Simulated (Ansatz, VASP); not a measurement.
## One calculation of Si, two programs

INCAR

```
SYSTEM = Si
PREC = Accurate
ENCUT = 520
EDIFF = 1E-7
ISMEAR = 0
SIGMA = 0.03
LREAL = .FALSE.
LASPH = .TRUE.
NELM = 80
ALGO = Normal
ISIF = 2
LWAVE = .FALSE.
LCHARG = .TRUE.
GGA = CA
LELF = .TRUE.
LVHAR = .TRUE.
NBANDS = 16
```

KPOINTS

```
regular mesh
0
G
  10 10 10
  0 0 0
```

The input POSCAR:

```
Si
1.0
   -3.3254442900      3.3254442900      1.8935498751
    3.3254442900     -3.3254442900      1.8935498751
    3.3254442900      3.3254442900     -1.8935498751
Si
4
Direct
    0.1788010600      0.1788010600      0.3576021200
    0.8211989400      0.8211989400      0.6423978800
    0.1788010600      0.8211989400      0.0000000000
    0.8211989400      0.1788010600      0.0000000000
```

Input for Ansatz:

```yaml
crystal:
  lattice:
    - [-3.32544429, 3.32544429, 1.8935498751]
    - [3.32544429, -3.32544429, 1.8935498751]
    - [3.32544429, 3.32544429, -1.8935498751]
  atoms:
    - { symbol: Si, position: [0.17880106, 0.17880106, 0.35760212] }
    - { symbol: Si, position: [0.82119894, 0.82119894, 0.64239788] }
    - { symbol: Si, position: [0.17880106, 0.82119894, 0.0] }
    - { symbol: Si, position: [0.82119894, 0.17880106, 0.0] }
basis:
  ecutwfc: 420
kpoints:
  mp_grid: { grid: [10, 10, 10] }
hamiltonian:
  xc: lda
scf:
  occupations: { method: gaussian, width: 0.03 }
output:
  forces: true
  stress: true
  eigenvalues: true
```

Change from the starting cell: strain +0.000 along x and y, -0.015 along z, atoms carried along.

Alike in both runs: task single point; functional LDA; k mesh 10 × 10 × 10; occupations gaussian, width 0.03 eV; no spin polarisation.

|  | VASP | Ansatz |
| --- | --- | --- |
| version | VASP 6.6.1 | Ansatz 0.2.0 |
| potentials or method | VASP PAW LDA potentials, release 64 (Si), cutoff 520 eV | scalar-relativistic, plane waves, PAW |
| valence electrons in the cell | 16 | 16 |

|  | VASP | Ansatz | Ansatz less VASP |
| --- | --- | --- | --- |
| gap on the k mesh at the Fermi level (eV) | 0.25 | 0.25 | +0.005 |
| least direct gap on the mesh (eV) | 0.45 | 0.45 | +0.001 |
| pressure (GPa) | -0.5 | -0.5 | -0.04 |
| traceless stress, the component that is largest in VASP (GPa) | 1.71 | 1.72 | +0.003 |
| rms of the force components (eV/Å) | 0.096 | 0.098 | +0.0013 |

LDA's correlation is that of Perdew and Zunger in VASP and of Perdew and Wang (1992) in Ansatz. Atom by atom the forces differ by 0.001 eV/Å (rms over components).
